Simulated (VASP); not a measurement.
# LiF (I4/mmm) in VASP: further runs, part 2 of 2

VASP 6.6.1.

### Step 4. Single point, PBE (strain -0.0300 x Voigt [1, 1, 0, 0, 0, 0])

File INCAR:

```
  PREC = Accurate
  ENCUT = 520
  EDIFF = 1E-6
  ISMEAR = 0
  SIGMA = 0.05
  LREAL = False
  LASPH = True
  NELM = 60
  ALGO = Normal
  ISIF = 2
  LWAVE = False
  LCHARG = True
  GGA = PE
  LELF = True
  LVHAR = True
  NBANDS = 12
```

File KPOINTS:

```
Automatic mesh
0
Gamma
  10 10 10
```

File POSCAR:

```
LiF
1.0
    0.0000000000      1.9535800000      2.0140000000
    1.9535800000      0.0000000000      2.0140000000
    1.9535800000      1.9535800000      0.0000000000
Li F
1 1
Direct
    0.0000000000      0.0000000000      0.0000000000
    0.5000000000      0.5000000000      0.5000000000
```

Potentials or basis: VASP PAW PBE potentials, release 64 (Li_sv, F).

Run with:

```sh
$ cat potpaw_PBE.64/Li_sv/POTCAR potpaw_PBE.64/F/POTCAR > POTCAR
$ mpirun -np 1 vasp_std > vasp.out
```

OUTCAR:

```text
PREC = Accurate
   ENCUT = 520
   EDIFF = 1E-6
   ISMEAR = 0
   LREAL = False
   LASPH = True
   NELM = 60
   ISIF = 2
   GGA = PE

 ion  position               nearest neighbor table
   1  0.000  0.000  0.000-   2 1.95   2 1.95   2 1.95   2 1.95   2 2.01   2 2.01
   2  0.500  0.500  0.500-   1 1.95   1 1.95   1 1.95   1 1.95   1 2.01   1 2.01

  LATTYP: Found a body centered tetragonal cell.
 ALAT       =     2.7627793312
 C/A-ratio  =     1.4579521262

  Lattice vectors:

 A1 = (  -1.9535800000,   0.0000000000,   2.0140000000)
[... 539 lines left out ...]
      8      18.4549      0.00000
      9      20.5367      0.00000
     10      21.6117      0.00000
     11      34.4562      0.00000
     12      35.6477      0.00000

 [... further k-points ...]
[... 5 lines left out ...]
  --------------------------------------------------------------------------------------
  -------------------------------------------------------------------------------------
  Total        0.7817181      0.7817181      0.4641773      0.0000000     -0.0000000     -0.0000000
  in kB       81.4720989     81.4720989     48.3774130      0.0000000     -0.0000000     -0.0000000
  external PRESSURE =      70.4405369 kB  Pullay stress =       0.0000000 kB

 VOLUME and BASIS-vectors are now :
 -----------------------------------------------------------------------------
  energy-cutoff  :      520.00
  volume of cell :       15.37
      direct lattice vectors                 reciprocal lattice vectors
     0.000000000  1.953580000  2.014000000    -0.255940376  0.255940376  0.248262165
     1.953580000  0.000000000  2.014000000     0.255940376 -0.255940376  0.248262165
     1.953580000  1.953580000  0.000000000     0.255940376  0.255940376 -0.248262165

 POSITION                                       TOTAL-FORCE (eV/Angst)
 -----------------------------------------------------------------------------------
      0.00000      0.00000      0.00000         0.000000     -0.000000      0.000000
      1.95358      1.95358      2.01400         0.000000      0.000000      0.000000
 -----------------------------------------------------------------------------------
    total drift:                               -0.000000     -0.000000      0.000000

  FREE ENERGIE OF THE ION-ELECTRON SYSTEM (eV)
  ---------------------------------------------------
  free  energy   TOTEN  =        -9.6060900995 eV

  energy  without entropy=       -9.6060900995  energy(sigma->0) =       -9.60609010
```

OSZICAR:

```text
N       E                     dE             d eps       ncg     rms          rms(c)
DAV:   1     0.301312511861E+02    0.30131E+02   -0.54793E+03  2520   0.852E+02
DAV:   2    -0.917506434274E+01   -0.39306E+02   -0.38548E+02  2952   0.189E+02
DAV:   3    -0.101104390489E+02   -0.93537E+00   -0.93223E+00  3164   0.253E+01
DAV:   4    -0.101192952895E+02   -0.88562E-02   -0.88558E-02  2812   0.259E+00
DAV:   5    -0.101193847007E+02   -0.89411E-04   -0.89411E-04  3224   0.203E-01    0.455E+00
DAV:   6    -0.959511694266E+01    0.52427E+00   -0.24141E+00  2764   0.982E+00    0.134E+00
DAV:   7    -0.959943973313E+01   -0.43228E-02   -0.20631E-02  3256   0.126E+00    0.850E-01
DAV:   8    -0.960599991308E+01   -0.65602E-02   -0.14076E-02  3000   0.124E+00    0.107E-01
DAV:   9    -0.960601780148E+01   -0.17888E-04   -0.91326E-04  2816   0.274E-01    0.417E-02
DAV:  10    -0.960608771150E+01   -0.69910E-04   -0.11860E-04  2800   0.868E-02    0.152E-02
DAV:  11    -0.960608923065E+01   -0.15191E-05   -0.59619E-06  3108   0.228E-02    0.269E-03
DAV:  12    -0.960609009949E+01   -0.86884E-06   -0.43985E-07  2724   0.571E-03
   1 F= -.96060901E+01 E0= -.96060901E+01  d E =-.526386E-20
```

stdout:

```text
POSCAR found type information on POSCAR LiF
 POSCAR found :  2 types and       2 ions
 scaLAPACK will be used
 LDA part: xc-table for (Slater+PW92), standard interpolation
 POSCAR, INCAR and KPOINTS ok, starting setup
 FFT: planning ... GRIDC
 FFT: planning ... GRID_SOFT
 FFT: planning ... GRID
 WAVECAR not read
 entering main loop
```

Run time: 7.1 s. Hardware: 1 thread of Intel Xeon 6975P-C (Granite Rapids), shared host; peak memory 0.13 GiB.

Results:

```
Free energy            : -9.6061 eV
Band gap on the k mesh : 9.60 eV, direct
```

Levels at points of the mesh, in eV from the valence-band top:
```tsv
k point	band 1	band 2	band 3	band 4	band 5	band 6	band 7	band 8	band 9	band 10
(0.00, 0.00, 0.00)	-40.84	-20.19	-0.07	-0.07	0.00	9.60	24.25	24.72	24.99	24.99
(0.50, 0.00, 0.00)	-40.76	-19.71	-2.75	-0.33	-0.26	11.06	17.43	19.07	19.63	31.31
(0.50, 0.50, 0.00)	-40.75	-19.43	-3.34	-1.07	-1.07	14.98	17.01	18.16	21.24	21.24
(0.50, 0.00, 0.50)	-40.74	-19.38	-3.31	-1.27	-1.07	15.55	16.58	18.18	20.54	21.04
```

Caveat: the cell differs from its parent crystal (strain -0.0300 x Voigt [1, 1, 0, 0, 0, 0]); the cutoff is under 1.25 times the usual one of these potentials, so pressure, stress and relaxed cells hold a basis-set (Pulay) error.

### Step 5. Single point, PBE (strain -0.0150 x Voigt [1, 1, 0, 0, 0, 0])

File INCAR:

```
SYSTEM = LiF
ALGO = Normal ; EDIFF = 1E-7
ENCUT = 520 ; GGA = PE
ISIF = 2 ; ISMEAR = 0
LASPH = .TRUE. ; LCHARG = .TRUE.
LELF = .TRUE. ; LREAL = .FALSE.
LVHAR = .TRUE. ; LWAVE = .FALSE.
NBANDS = 12 ; NELM = 80
PREC = Accurate ; SIGMA = 0.05
```

File KPOINTS:

```
k-points
0
G
  10 10 10
  0 0 0
```

File POSCAR:

```
LiF
1.0
    0.0000000000      1.9837900000      2.0140000000
    1.9837900000      0.0000000000      2.0140000000
    1.9837900000      1.9837900000      0.0000000000
Li F
1 1
Direct
    0.0000000000      0.0000000000      0.0000000000
    0.5000000000      0.5000000000      0.5000000000
```

Potentials or basis: VASP PAW PBE potentials, release 64 (Li_sv, F).

Run with:

```sh
$ cat potpaw_PBE.64/Li_sv/POTCAR potpaw_PBE.64/F/POTCAR > POTCAR
$ mpirun -np 1 vasp_std > vasp.out
```

OUTCAR:

```text
SYSTEM = LiF
   EDIFF = 1E-7
   ENCUT = 520
   GGA = PE
   ISIF = 2
   ISMEAR = 0
   LASPH = .TRUE.
   LREAL = .FALSE.
   NELM = 80
   PREC = Accurate

 ion  position               nearest neighbor table
   1  0.000  0.000  0.000-   2 1.98   2 1.98   2 1.98   2 1.98   2 2.01   2 2.01
   2  0.500  0.500  0.500-   1 1.98   1 1.98   1 1.98   1 1.98   1 2.01   1 2.01

  LATTYP: Found a body centered tetragonal cell.
 ALAT       =     2.8055027229
 C/A-ratio  =     1.4357498095

  Lattice vectors:

 A1 = (  -1.9837900000,   0.0000000000,   2.0140000000)
 A2 = (   1.9837900000,   0.0000000000,   2.0140000000)
 A3 = (   0.0000000000,   1.9837900000,  -2.0140000000)

Analysis of symmetry for initial positions (statically):
=====================================================================
 Subroutine PRICEL returns:
 Original cell was already a primitive cell.

 Routine SETGRP: Setting up the symmetry group for a
 body centered tetragonal supercell.

 Subroutine GETGRP returns: Found 16 space group operations
 (whereof 16 operations were pure point group operations)
 out of a pool of 16 trial point group operations.

The static configuration has the point symmetry D_4h.

[... 168 lines left out ...]
 Fermi energy:        -0.5793765148

 k-point     1 :       0.0000    0.0000    0.0000
  band No.  band energies     occupation
      1     -41.6862      2.00000
      2     -20.8907      2.00000
      3      -0.8445      2.00000
      4      -0.8445      2.00000
      5      -0.8096      2.00000
      6       8.5331      0.00000
      7      23.2994      0.00000
      8      23.6615      0.00000
      9      23.6615      0.00000
     10      23.7063      0.00000
     11      23.8388      0.00000
     12      23.8388      0.00000
[... 331 lines left out ...]
 k-point    24 :       0.4000    0.3000    0.0000
  band No.  band energies     occupation
      1     -41.6199      2.00000
      2     -20.3393      2.00000
      3      -3.2543      2.00000
      4      -1.7280      2.00000
      5      -1.6054      2.00000
      6      12.4400      0.00000
      7      16.2547      0.00000
      8      17.9679      0.00000
      9      19.8229      0.00000
     10      20.8937      0.00000
     11      33.6632      0.00000
     12      34.7581      0.00000

 [... further k-points ...]
[... 5 lines left out ...]
  --------------------------------------------------------------------------------------
  -------------------------------------------------------------------------------------
  Total        0.4570712      0.4570712      0.3179163      0.0000000     -0.0000000      0.0000000
  in kB       46.1969797     46.1969797     32.1323509      0.0000000     -0.0000000      0.0000000
  external PRESSURE =      41.5087701 kB  Pullay stress =       0.0000000 kB

 VOLUME and BASIS-vectors are now :
 -----------------------------------------------------------------------------
  energy-cutoff  :      520.00
  volume of cell :       15.85
      direct lattice vectors                 reciprocal lattice vectors
     0.000000000  1.983790000  2.014000000    -0.252042807  0.252042807  0.248262165
     1.983790000  0.000000000  2.014000000     0.252042807 -0.252042807  0.248262165
     1.983790000  1.983790000  0.000000000     0.252042807  0.252042807 -0.248262165

 POSITION                                       TOTAL-FORCE (eV/Angst)
 -----------------------------------------------------------------------------------
      0.00000      0.00000      0.00000         0.000000      0.000000     -0.000000
      1.98379      1.98379      2.01400         0.000000      0.000000      0.000000
 -----------------------------------------------------------------------------------
    total drift:                               -0.000000     -0.000000      0.000000

  FREE ENERGIE OF THE ION-ELECTRON SYSTEM (eV)
  ---------------------------------------------------
  free  energy   TOTEN  =        -9.6266176162 eV

  energy  without entropy=       -9.6266176162  energy(sigma->0) =       -9.62661762
```

It took 6.8 s on 1 thread of Intel Xeon 6975P-C (Granite Rapids), shared host; peak memory 0.14 GiB.

What came out:

- Free energy: -9.6266 eV
- Band gap on the k mesh: 9.34 eV, direct

Levels at points of the mesh, in eV from the valence-band top:
| k point | band 3 | band 4 | band 5 | band 6 | band 7 | band 8 |
| --- | --- | --- | --- | --- | --- | --- |
| (0.00, 0.00, 0.00) | -0.03 | -0.03 | 0.00 | 9.34 | 24.11 | 24.47 |
| (0.50, 0.00, 0.00) | -2.63 | -0.28 | -0.24 | 10.91 | 17.08 | 18.98 |
| (0.50, 0.50, 0.00) | -3.17 | -1.03 | -1.03 | 14.89 | 16.73 | 17.79 |
| (0.50, 0.00, 0.50) | -3.16 | -1.13 | -1.03 | 15.17 | 16.53 | 17.81 |

Caveat: the cell differs from its parent crystal (strain -0.0150 x Voigt [1, 1, 0, 0, 0, 0]); the cutoff is under 1.25 times the usual one of these potentials, so pressure, stress and relaxed cells hold a basis-set (Pulay) error.

### Step 6. Overview

```tsv
cell	gap on the mesh (eV)
a = 2.764, b = 2.764, c = 2.677 Å, angles 61.0, 61.0, 57.9°, 2 atoms	10.17
a = 2.785, b = 2.785, c = 2.720 Å, angles 60.8, 60.8, 58.5°, 2 atoms	9.88
a = 2.806, b = 2.806, c = 2.763 Å, angles 60.5, 60.5, 59.0°, 2 atoms	9.60
a = 2.827, b = 2.827, c = 2.806 Å, angles 60.3, 60.3, 59.5°, 2 atoms	9.34
```

Alike in all rows: task single point; level PBE; potentials or basis VASP PAW PBE potentials, release 64 (Li_sv, F); no spin polarisation; k mesh 10 × 10 × 10; cutoff (eV) 520; smearing gaussian 0.05 eV.

Caveats: the cutoff is under 1.25 times the usual one of these potentials, so pressure, stress and relaxed cells hold a basis-set (Pulay) error.

Total energies depend on the potentials used, so only differences within one code and one set of settings carry meaning.
